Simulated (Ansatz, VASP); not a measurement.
## One calculation of AlN, two programs

Contents of INCAR:

```
SYSTEM = AlN
PREC = Accurate
ENCUT = 520
EDIFF = 1E-6
ISMEAR = 0
SIGMA = 0.05
LREAL = .FALSE.
LASPH = .TRUE.
NELM = 60
ALGO = Normal
ISIF = 2
LWAVE = .FALSE.
LCHARG = .TRUE.
GGA = PE
LELF = .TRUE.
LVHAR = .TRUE.
NBANDS = 11
```

KPOINTS

```
Automatic mesh
0
G
  10 10 10
  0 0 0
```

The input POSCAR:

```
AlN
1.0
    0.1194530929      2.0115295379      2.0115295379
    2.0115295379      0.1194530929      2.0115295379
    2.0115295379      2.0115295379      0.1194530929
Al N
1 1
Direct
    0.5000000000      0.5000000000      0.5000000000
    0.0000000000      0.0000000000      0.0000000000
```

Input for Ansatz:

```yaml
crystal:
  lattice:
    - [0.1194530929, 2.0115295379, 2.0115295379]
    - [2.0115295379, 0.1194530929, 2.0115295379]
    - [2.0115295379, 2.0115295379, 0.1194530929]
  atoms:
    - { symbol: Al, position: [0.5, 0.5, 0.5] }
    - { symbol: "N", position: [0.0, 0.0, 0.0] }
basis:
  ecutwfc: 520.0
kpoints:
  mp_grid: { grid: [10, 10, 10] }
hamiltonian:
  xc: pbe
  pseudopotentials: { kind: paw, azcp: { folder: soft_1 } }
scf:
  occupations: { method: gaussian, width: 0.05 }
output:
  forces: true
  stress: true
  eigenvalues: true
  write_density: true
  write_potential: true
  elf: true
  volumetric_format: npy
```

Alike in both runs: task single point; functional PBE; k mesh 10 × 10 × 10; occupations gaussian, width 0.05 eV; no spin polarisation.

```csv
,VASP,Ansatz
version,VASP 6.6.1,Ansatz 0.2.0
potentials or method,"VASP PAW PBE potentials, release 64 (Al, N), cutoff 520 eV","scalar-relativistic, plane waves, PAW"
valence electrons in the cell,8,8
```

Ansatz gave:

```
gap on the k mesh at the Fermi level (eV) : 3.81
least direct gap on the mesh (eV)         : 6.01
```

Problem. Which values does VASP return?

Solution. gap on the k mesh at the Fermi level (eV): 3.81; least direct gap on the mesh (eV): 6.03.

The functional is the same, so the differences come from potentials, cutoffs and numerics.
